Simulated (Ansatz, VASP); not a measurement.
One calculation of EuO, two programs

Contents of INCAR:

```
ALGO     = Normal         # electronic algorithm
EDIFF    = 1E-6           # SCF threshold, eV
ENCUT    = 600            # plane-wave cutoff, eV
GGA      = PE             # functional
GGA_COMPAT= False        
ISIF     = 2              # what is computed and relaxed
ISMEAR   = 0              # smearing method
ISPIN    = 2              # spin polarisation
LASPH    = True           # aspherical terms in the spheres
LCHARG   = True           # write CHGCAR
LDAU     = True           # DFT+U
LDAUJ    = 0 0          
LDAUL    = 3 -1           # shell
LDAUPRINT= 1            
LDAUTYPE = 2            
LDAUU    = 6 0            # U, eV
LELF     = True           # ELF
LMAXMIX  = 6              # l up to which the mixer works
LORBIT   = 11             # projections on sites
LREAL    = False          # projectors in reciprocal space
LVHAR    = True         
LWAVE    = False          # write WAVECAR
MAGMOM   = 7.39 -0.1      # initial moments
NBANDS   = 22             # bands
NELM     = 200            # most SCF steps
PREC     = Accurate       # precision mode
SIGMA    = 0.05           # smearing width, eV
```

Contents of KPOINTS:

```
k-points
0
Gamma
  10 10 10
```

Contents of POSCAR:

```
EuO
1.0
    0.0000000000      2.5173480833      2.5173480833
    2.5173480833      0.0000000000      2.5173480833
    2.5173480833      2.5173480833      0.0000000000
Eu O
1 1
Direct
    0.0000000000      0.0000000000      0.0000000000
    0.5000000000      0.5000000000      0.5000000000
```

Input for Ansatz:

```yaml
crystal:
  lattice:
    - [0.0, 2.5173480833, 2.5173480833]
    - [2.5173480833, 0.0, 2.5173480833]
    - [2.5173480833, 2.5173480833, 0.0]
  atoms:
    - { symbol: Eu, position: [0.0, 0.0, 0.0], spin: 7.42 }
    - { symbol: O, position: [0.5, 0.5, 0.5] }
basis:
  ecutwfc: 420
  ecutrho_ratio: 4
kpoints:
  mp_grid: { grid: [10, 10, 10] }
hamiltonian:
  xc: pbe
  hubbard:
    sites:
      - { species: Eu, l: f, u_eff: 6.0, starting_ns: start.occupation_matrices }
    ns_hold: { iters: 6 }
scf:
  occupations: { method: gaussian, width: 0.05 }
  lower_state_search: "off"
output:
  forces: true
  stress: true
  eigenvalues: true
  populations: true
  hubbard: { sites: [{ species: Eu, l: f }] }
magnetization:
  spin_polarized: true
```

Alike in both runs: task single point; functional PBE; k mesh 10 × 10 × 10; occupations gaussian, width 0.05 eV; collinear spin; Hubbard terms Eu f U = 6.0 eV.

```csv
,VASP,Ansatz
version,VASP 6.6.1,Ansatz 0.2.0
potentials or method,"VASP PAW PBE potentials, release 64 (Eu, O), cutoff 600 eV","scalar-relativistic, plane waves, PAW"
valence electrons in the cell,23,23
```

|  | VASP | Ansatz | Ansatz less VASP |
| --- | --- | --- | --- |
| gap on the k mesh at the Fermi level (eV) | none | none | - |
| pressure (GPa) | 7.9 | 8.6 | +0.67 |
| net moment per atom (μB) | 3.50 | 3.50 | 0.000 |
| size of the moment on the site where the two differ most (μB) | 0.10 | 0.09 | -0.012 |

Site moments also hang on the region over which each program counts them. The programs project onto different local orbitals, so the same U acts differently, and such runs can settle in different states. A gap of «none» marks a metal or a gap that the smearing closes. Ansatz's warnings: filled band counts differ across k points.

Spin-orbit coupling is off throughout.
